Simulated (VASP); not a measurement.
# Rh (Fd-3m) in VASP: a series of runs, part 2 of 2

VASP 6.6.1. Earlier steps stand in the parts before.

**4. Single point, PBEsol (18.48 Å³/atom)**

This run uses another cell than the first one, of 18.48 Å³/atom.

INCAR

```
PREC = Accurate
ENCUT = 520
EDIFF = 1E-6
ISMEAR = -1
SIGMA = 0.1
LREAL = False
LASPH = True
NELM = 80
ALGO = Normal
ISIF = 2
LWAVE = False
LCHARG = False
GGA = PS
NBANDS = 22
```

KPOINTS

```
Automatic mesh
0
Gamma
  11 11 11
```

POSCAR

```
Rh
1.0
    0.0000000000      2.6436915061      2.6436915061
    2.6436915061      0.0000000000      2.6436915061
    2.6436915061      2.6436915061      0.0000000000
Rh
2
Direct
    0.1250000000      0.1250000000      0.1250000000
    0.8750000000      0.8750000000      0.8750000000
```

The run is started by

```console
> cat potpaw_PBE.64/Rh_pv/POTCAR > POTCAR
> mpirun -np 1 vasp_std > vasp.out
```

It took 56 s on 1 thread of Intel Xeon 8259CL, shared host; peak memory 0.18 GiB.

Results (log left out):

```
Free energy            : -13.6058 eV
Pressure               : 15.4 GPa
Band gap on the k mesh : zero (bands 15 and 16 overlap by 1.36 eV)
```

Levels at points of the mesh, in eV from the Fermi level:
```csv
k point,band 13,band 14,band 15,band 16,band 17,band 18
"(0.00, 0.00, 0.00)",-1.68,-1.68,-1.68,0.53,0.53,12.84
```

Caveat: the cell stands under pressure; the PAW data sets were made with another functional, which shifts forces and pressure a little.

**5. Single point, PBEsol (19.28 Å³/atom)**

This run uses another cell than the first one, of 19.28 Å³/atom.

INCAR

```
SYSTEM = Rh
ALGO     = Normal         ! electronic algorithm
EDIFF    = 1E-6           ! SCF threshold, eV
ENCUT    = 520            ! plane-wave cutoff, eV
GGA      = PS             ! functional
ISIF     = 2              ! what is computed and relaxed
ISMEAR   = -1             ! smearing method
LASPH    = .True.         ! aspherical terms in the spheres
LCHARG   = .True.         ! write CHGCAR
LELF     = .True.         ! ELF
LREAL    = .False.        ! projectors in reciprocal space
LVHAR    = .True.       
LWAVE    = .False.        ! write WAVECAR
NBANDS   = 22             ! bands
NELM     = 80             ! most SCF steps
PREC     = Accurate       ! precision mode
SIGMA    = 0.1            ! smearing width, eV
```

KPOINTS

```
k-points
0
Gamma
  11 11 11
  0 0 0
```

POSCAR

```
Rh
1.0
    0.0000000000      2.6814636309      2.6814636309
    2.6814636309      0.0000000000      2.6814636309
    2.6814636309      2.6814636309      0.0000000000
Rh
2
Direct
    0.1250000000      0.1250000000      0.1250000000
    0.8750000000      0.8750000000      0.8750000000
```

Potentials or basis: VASP PAW PBE potentials, release 64 (Rh_pv).

The run is started by

```console
> cat potpaw_PBE.64/Rh_pv/POTCAR > POTCAR
> mpirun -np 1 vasp_std > vasp.out
```

OUTCAR:

```text
SYSTEM = Rh
   EDIFF = 1E-6
   ENCUT = 520
   GGA = PS
   ISIF = 2
   ISMEAR = -1
   LASPH = .True.
   LREAL = .False.
   NELM = 80
   PREC = Accurate

 ion  position               nearest neighbor table
   1  0.125  0.125  0.125-   2 2.32   2 2.32   2 2.32   2 2.32
   2  0.875  0.875  0.875-   1 2.32   1 2.32   1 2.32   1 2.32

  LATTYP: Found a face centered cubic cell.
 ALAT       =     5.3629272618

  Lattice vectors:

 A1 = (   0.0000000000,   2.6814636309,   2.6814636309)
[... 787 lines left out ...]
------------------------ aborting loop because EDIFF is reached ----------------------------------------

  FORCE on cell =-STRESS in cart. coord.  units (eV):
  Direction    XX          YY          ZZ          XY          YZ          ZX
  --------------------------------------------------------------------------------------
  -------------------------------------------------------------------------------------
  Total        1.6267655      1.6267655      1.6267655     -0.0000000     -0.0000000      0.0000000
  in kB       67.5911442     67.5911442     67.5911442     -0.0000000     -0.0000000      0.0000000
  external PRESSURE =      67.5911442 kB  Pullay stress =       0.0000000 kB

 VOLUME and BASIS-vectors are now :
 -----------------------------------------------------------------------------
  energy-cutoff  :      520.00
  volume of cell :       38.56
      direct lattice vectors                 reciprocal lattice vectors
     0.000000000  2.681463631  2.681463631    -0.186465330  0.186465330  0.186465330
     2.681463631  0.000000000  2.681463631     0.186465330 -0.186465330  0.186465330
     2.681463631  2.681463631  0.000000000     0.186465330  0.186465330 -0.186465330

 POSITION                                       TOTAL-FORCE (eV/Angst)
 -----------------------------------------------------------------------------------
      0.67037      0.67037      0.67037         0.000000     -0.000000      0.000000
      4.69256      4.69256      4.69256        -0.000000      0.000000     -0.000000
 -----------------------------------------------------------------------------------
    total drift:                                0.000000     -0.000000     -0.000000

  FREE ENERGIE OF THE ION-ELECTRON SYSTEM (eV)
  ---------------------------------------------------
  free  energy   TOTEN  =       -13.7161582004 eV

  energy  without entropy=      -13.6240054481  energy(sigma->0) =      -13.67008182
```

Wall time 57 s (1 thread of Intel Xeon 8259CL, shared host); peak memory 0.18 GiB.

What came out:

| Property | Result |
| --- | --- |
| Free energy | -13.7162 eV |
| Pressure | 6.8 GPa |
| Band gap on the k mesh | zero (bands 15 and 16 overlap by 1.27 eV) |

Caveat: the cell stands under pressure; the PAW data sets were made with another functional, which shifts forces and pressure a little.

**6. Summary**

```csv
cell,k mesh,gap on the mesh (eV),pressure (GPa)
"a = 3.844 Å, angles 60.0°, 2 atoms",10 × 10 × 10,none,0.1
"a = 3.684 Å, angles 60.0°, 2 atoms",11 × 11 × 11,none,26.3
"a = 3.739 Å, angles 60.0°, 2 atoms",11 × 11 × 11,none,15.4
"a = 3.792 Å, angles 60.0°, 2 atoms",11 × 11 × 11,none,6.8
```

Alike in all rows: task single point; level PBEsol; potentials or basis VASP PAW PBE potentials, release 64 (Rh_pv); no spin polarisation; cutoff (eV) 520; smearing fermi-dirac 0.1 eV.

Caveats: the PAW data sets were made with another functional, which shifts forces and pressure a little; the cell stands under pressure (at least some runs).

Absolute energies hang on the potentials; compare differences alone.
